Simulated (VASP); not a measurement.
# TiAl3: single point with PBE

TiAl3:

```
Ti Al
1.0
     0.00000    3.19328    3.19328
     3.19328    0.00000    3.19328
     3.19328    3.19328    0.00000
Ti Al
1 3
Direct
  0.50000 0.50000 0.50000
  0.00000 0.00000 0.00000
  0.25000 0.25000 0.25000
  0.75000 0.75000 0.75000
```

The cell was built from a structure type or drawn by symmetry, and may not be a known phase.

```
Program                : VASP 6.6.1
Task                   : single point
Functional             : PBE
Potentials or basis    : VASP PAW PBE potentials, release 64 (Ti_sv, Al)
Cutoff                 : 520 eV
k mesh                 : 6 × 6 × 6
Occupations            : gaussian, width 0.1 eV
Spin                   : no spin polarisation
Dipole correction      : no
Further INCAR settings : ALGO = Fast; EDIFF = 1e-06; NBANDS = 18
```

```yaml
Pressure: -0.1 GPa
Band_gap_on_the_k_mesh: zero (an odd number of electrons rules out a gap without spin polarisation)
```

Levels at points of the mesh, in eV from the Fermi level:
```tsv
k point	band 8	band 9	band 10	band 11	band 12	band 13
(0.00, 0.00, 0.00)	-2.50	-0.41	-0.41	-0.14	-0.14	-0.14
(0.50, 0.00, 0.00)	-2.91	-0.89	-0.46	-0.38	-0.38	0.12
(0.50, 0.50, 0.00)	-3.56	-3.56	-1.69	0.20	0.20	0.47
```

Wall time 2.3 min on 1 thread of Intel Xeon 8259CL, with other jobs on the host, peak memory 0.21 GiB.
